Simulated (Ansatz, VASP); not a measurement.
## SiBBr in VASP and in Ansatz

INCAR

```
SYSTEM = SiBBr
PREC = Accurate ; ENCUT = 520
EDIFF = 1E-6 ; ISMEAR = 0
SIGMA = 0.1 ; LREAL = .False.
LASPH = .True. ; NELM = 60
ALGO = Normal ; ISIF = 2
LWAVE = .False. ; LCHARG = .False.
GGA = PE ; NBANDS = 23
```

The input KPOINTS:

```
Automatic mesh
0
Gamma
  6 6 4
  0 0 0
```

File POSCAR:

```
SiBBr
1.0
    4.2175167400      0.0000000000      0.0000000000
   -2.1087583700      3.6524766400      0.0000000000
    0.0000000000      0.0000000000      7.1784429900
Si B Br
2 2 2
Direct
    0.0000000000      0.0000000000      0.2606871700
    0.0000000000      0.0000000000      0.7606871700
    0.6666666700      0.3333333300      0.9848936800
    0.3333333300      0.6666666700      0.4848936800
    0.3333333300      0.6666666700      0.0468191200
    0.6666666700      0.3333333300      0.5468191200
```

Input for Ansatz:

```yaml
crystal:
  lattice:
    - [4.21751674, 0.0, 0.0]
    - [-2.10875837, 3.65247664, 0.0]
    - [0.0, 0.0, 7.17844299]
  atoms:
    - { symbol: Si, position: [0.0, 0.0, 0.26068717] }
    - { symbol: Si, position: [0.0, 0.0, 0.76068717] }
    - { symbol: B, position: [0.66666667, 0.33333333, 0.98489368] }
    - { symbol: B, position: [0.33333333, 0.66666667, 0.48489368] }
    - { symbol: Br, position: [0.33333333, 0.66666667, 0.04681912] }
    - { symbol: Br, position: [0.66666667, 0.33333333, 0.54681912] }
basis:
  ecutwfc: 420
kpoints:
  mp_grid: { grid: [6, 6, 4] }
hamiltonian:
  xc: pbe
scf:
  occupations: { method: gaussian, width: 0.1 }
  lower_state_search: "off"
output:
  forces: true
  stress: true
  eigenvalues: true
```

Change from the starting cell: species swapped into the DyCuGe type (P6_3mc, No. 186).

Alike in both runs: task single point; functional PBE; k mesh 6 × 6 × 4; occupations gaussian, width 0.1 eV; no spin polarisation.

|  | VASP | Ansatz |
| --- | --- | --- |
| version | VASP 6.6.1 | Ansatz 0.2.0 |
| potentials or method | VASP PAW PBE potentials, release 64 (Si, B, Br), cutoff 520 eV | scalar-relativistic, plane waves, PAW |
| valence electrons in the cell | 28 | 28 |

VASP gave:

* gap on the k mesh at the Fermi level (eV): none
* pressure (GPa): -1.7
* traceless stress, the component that is largest in VASP (GPa): -0.94
* rms of the force components (eV/Å): 0.190

Q: What did Ansatz give for the same quantities?

A: gap on the k mesh at the Fermi level (eV): none; pressure (GPa): -1.7; traceless stress, the component that is largest in VASP (GPa): -0.95; rms of the force components (eV/Å): 0.190.

Atom by atom the forces differ by 0.001 eV/Å (rms over components). A gap of «none» marks a metal or a gap that the smearing closes. The functional is the same, so the differences come from potentials, cutoffs and numerics.
